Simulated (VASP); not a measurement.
Here is a VASP 6.6.1 calculation.

Contents of POSCAR:

```
F
1.0
    2.4728542882     -1.6104303596      0.0000000000
    2.4728542882      1.6104303596      0.0000000000
    0.0000000000      0.0000000000      6.5449700122
F
4
Direct
    0.9054155717      0.0945844283      0.0963912690
    0.5945844283      0.4054155717      0.5963912690
    0.4054155717      0.5945844283      0.4036087310
    0.0945844283      0.9054155717      0.9036087310
```

File INCAR.step1:

```
ALGO     = Normal         # electronic algorithm
EDIFF    = 1E-5           # SCF threshold, eV
ENCUT    = 660            # plane-wave cutoff, eV
GGA      = PE             # functional
GGA_COMPAT= False        
ISMEAR   = -1             # smearing method
LASPH    = True           # aspherical terms in the spheres
LCHARG   = False          # write CHGCAR
LREAL    = False          # projectors in reciprocal space
LWAVE    = True           # write WAVECAR
NBANDS   = 22             # bands
NELM     = 120            # most SCF steps
PREC     = Accurate       # precision mode
SIGMA    = 0.02           # smearing width, eV
```

Contents of INCAR.step2:

```
ALGO     = Normal         # electronic algorithm
BPARAM   = 11.95        
CPARAM   = 0.0093       
EDIFF    = 1E-6           # SCF threshold, eV
ENCUT    = 660            # plane-wave cutoff, eV
GGA_COMPAT= False        
ISIF     = 2              # what is computed and relaxed
ISMEAR   = -1             # smearing method
ISTART   = 1            
IVDW_NL  = 2            
LASPH    = True           # aspherical terms in the spheres
LCHARG   = True           # write CHGCAR
LELF     = True           # ELF
LMIXTAU  = True         
LREAL    = False          # projectors in reciprocal space
LUSE_VDW = True         
LVHAR    = True         
LWAVE    = False          # write WAVECAR
METAGGA  = R2SCAN         # meta-GGA
NBANDS   = 22             # bands
NELM     = 120            # most SCF steps
PREC     = Accurate       # precision mode
SIGMA    = 0.02           # smearing width, eV
```

Contents of KPOINTS:

```
k-points
0
Gamma
  8 8 4
```

Potentials or basis: VASP PAW PBE potentials, release 64 (F).

Run with:

```console
$ cat potpaw_PBE.64/F/POTCAR > POTCAR
$ cp INCAR.step1 INCAR
$ mpirun -np 1 vasp_std > vasp.out
$ cp INCAR.step2 INCAR
$ mpirun -np 1 vasp_std > vasp.out
```

**Question.** What does it give for the band gap on the k mesh?

**Answer.** 3.69 eV.

**Question.** Estimate the pressure.

**Answer.** 0.8 GPa.

**Question.** Predict the largest force.

**Answer.** 0.543 eV/Å.

Stress tensor (GPa, compression positive):
```
-0.74  0.00  0.00
 0.00  0.13  0.00
 0.00  0.00  2.95
```

Caveat: the PAW data sets were made with another functional, which shifts forces and pressure a little. A k mesh can miss the band edges.
